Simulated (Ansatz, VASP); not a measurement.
## PtS2: VASP beside Ansatz

```
CELL_PARAMETERS angstrom
3.55262 0.00000 0.00000
-1.77631 3.07666 0.00000
0.00000 0.00000 5.12283
ATOMIC_POSITIONS crystal
Pt 0.00000 0.00000 0.00000
S 0.33333 0.66667 0.23925
S 0.66667 0.33333 0.76075
```

Alike in both runs: task single point; functional PBE-based screened hybrid with a share of 0.1 of exact exchange and HFSCREEN = 0.3; k mesh 6 × 6 × 2; no spin polarisation.

|  | VASP | Ansatz |
| --- | --- | --- |
| version | VASP 6.6.1 | Ansatz 0.2.0 |
| potentials or method | VASP PAW PBE potentials, release 64 (Pt, S) | plane waves |
| plane-wave cutoff (eV) | 520 | 420 |
| occupations | gaussian, width 0.01 eV | fixed |
| valence electrons in the cell | 22 | 30 |

Ansatz gave:

- gap on the k mesh at the Fermi level (eV): 1.01
- pressure (GPa): 2.0
- traceless stress, the component that is largest in VASP (GPa): -0.26
- rms of the force components (eV/Å): 0.041

**Question.** Which values does VASP return?

**Answer.** gap on the k mesh at the Fermi level (eV): 1.00; pressure (GPa): 1.6; traceless stress, the component that is largest in VASP (GPa): -0.16; rms of the force components (eV/Å): 0.058.

VASP's potentials were made for PBE, not for PBE-based screened hybrid. Atom by atom the forces differ by 0.017 eV/Å (rms over components). VASP's potentials hold 22 valence electrons a cell and Ansatz's 30, so a difference there can come from the potentials and not from the codes. Ansatz's warnings: stress exchange threshold loose, stress scf threshold loose.

The k mesh is coarse, so the values compare programs but aren't converged. Neither program's run includes spin-orbit coupling.
